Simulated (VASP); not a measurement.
Here is a VASP 6.6.1 calculation.

The input INCAR:

```
SYSTEM = In3GaP4
PREC = Accurate
ENCUT = 500
EDIFF = 1E-6
ISMEAR = -1
SIGMA = 0.05
LREAL = Auto
LASPH = .TRUE.
NELM = 120
ALGO = Normal
ISIF = 2
LWAVE = .FALSE.
LCHARG = .FALSE.
GGA = PS
ISYM = -1
NBANDS = 326
GGA_COMPAT = .FALSE.
```

Contents of KPOINTS:

```
explicit points
1
Reciprocal
  0.25000000   0.25000000   0.25000000 1
```

File POSCAR:

```
In3GaP4
1.0
   11.5345755036      0.0000000000      0.0000000000
    0.0000000000     11.5345755036      0.0000000000
    0.0000000000      0.0000000000     11.5345755036
In Ga P
24 8 32
Direct
    0.9957560000      0.9957580000      0.0003940000
    0.0030680000      0.9930510000      0.4998060000
    0.9941810000      0.5040010000      0.0022560000
    0.0004880000      0.5070350000      0.4977200000
    0.5052780000      0.9972500000      0.9978110000
    0.4981710000      0.9956750000      0.5026940000
    0.5072670000      0.5031780000      0.0004900000
    0.2506180000      0.2503910000      0.0003370000
    0.2532830000      0.2522800000      0.5007220000
    0.2480780000      0.7503570000      0.9977130000
    0.7478320000      0.2557000000      0.4975310000
    0.7505690000      0.7458820000      0.4998420000
    0.2480060000      0.9949530000      0.2527100000
    0.2504340000      0.9934570000      0.7479100000
    0.2506790000      0.5054260000      0.2547580000
    0.2528840000      0.5065750000      0.7462330000
    0.7531310000      0.9981420000      0.2451950000
    0.7503300000      0.9956630000      0.7553190000
    0.7486730000      0.5048010000      0.7525230000
    0.9952150000      0.2522040000      0.2480360000
    0.9979890000      0.2509610000      0.7527300000
    0.5052650000      0.2560910000      0.2508230000
    0.5033270000      0.2525800000      0.7498980000
    0.5028680000      0.7460460000      0.2525180000
    0.5002600000      0.5059850000      0.5000740000
    0.2488340000      0.7472570000      0.5025970000
    0.7497990000      0.2520860000      0.0027220000
    0.7527450000      0.7473610000      0.9985200000
    0.7496350000      0.5034370000      0.2469590000
    0.9971510000      0.7461620000      0.2489270000
    0.9992990000      0.7504540000      0.7494880000
    0.4997970000      0.7463820000      0.7475140000
    0.1229230000      0.1226920000      0.1251140000
    0.1256030000      0.1245020000      0.6251720000
    0.1193510000      0.6308850000      0.1311960000
    0.1229730000      0.6382890000      0.6258170000
    0.6319580000      0.1313820000      0.1189200000
    0.6267240000      0.1228420000      0.6247520000
    0.6393940000      0.6269580000      0.1244810000
    0.6135630000      0.6243510000      0.6248840000
    0.3753480000      0.3802920000      0.1249900000
    0.3842200000      0.3835650000      0.6183370000
    0.3768100000      0.8729960000      0.1249140000
    0.3746020000      0.8598960000      0.6246250000
    0.8602000000      0.3764120000      0.1249230000
    0.8751630000      0.3799570000      0.6247780000
    0.8746310000      0.8601350000      0.1240300000
    0.8800280000      0.8672130000      0.6314070000
    0.3771110000      0.1244060000      0.3737080000
    0.3755130000      0.1227940000      0.8726270000
    0.3749740000      0.6268840000      0.3892900000
    0.3833620000      0.6310160000      0.8707360000
    0.8748840000      0.1227690000      0.3762830000
    0.8674440000      0.1313640000      0.8842380000
    0.8733940000      0.6238310000      0.3609440000
    0.8759800000      0.6381670000      0.8731000000
    0.1238610000      0.3754200000      0.3749330000
    0.1254850000      0.3802520000      0.8750350000
    0.1241830000      0.8571590000      0.3740890000
    0.1162730000      0.8686260000      0.8677290000
    0.6255170000      0.3951760000      0.3749290000
    0.6335740000      0.3696950000      0.8817090000
    0.6272140000      0.8758320000      0.3749960000
    0.6247100000      0.8577890000      0.8741420000
```

Potentials or basis: VASP PAW PBE potentials, release 64 (In_d, Ga_d, P).

Command:

```sh
$ cat potpaw_PBE.64/In_d/POTCAR potpaw_PBE.64/Ga_d/POTCAR potpaw_PBE.64/P/POTCAR > POTCAR
$ mpirun -np 1 vasp_std > vasp.out
```

Question: Predict the band gap on the k mesh.

Answer: 1.61 eV.

Question: Predict the largest force.

Answer: 0.023 eV/Å.

Question: Predict the pressure.

Answer: 0.0 GPa.

Stress tensor (GPa, compression positive):
```
-0.04 -0.43 -0.46
-0.43  0.04 -0.45
-0.46 -0.45 -0.06
```

Caveat: the PAW data sets were made with another functional, which shifts forces and pressure a little; spin-orbit coupling is left out, which moves the levels of the heavy elements; a shifted mesh leaves out Γ, where band edges can lie. A k mesh can miss the band edges.
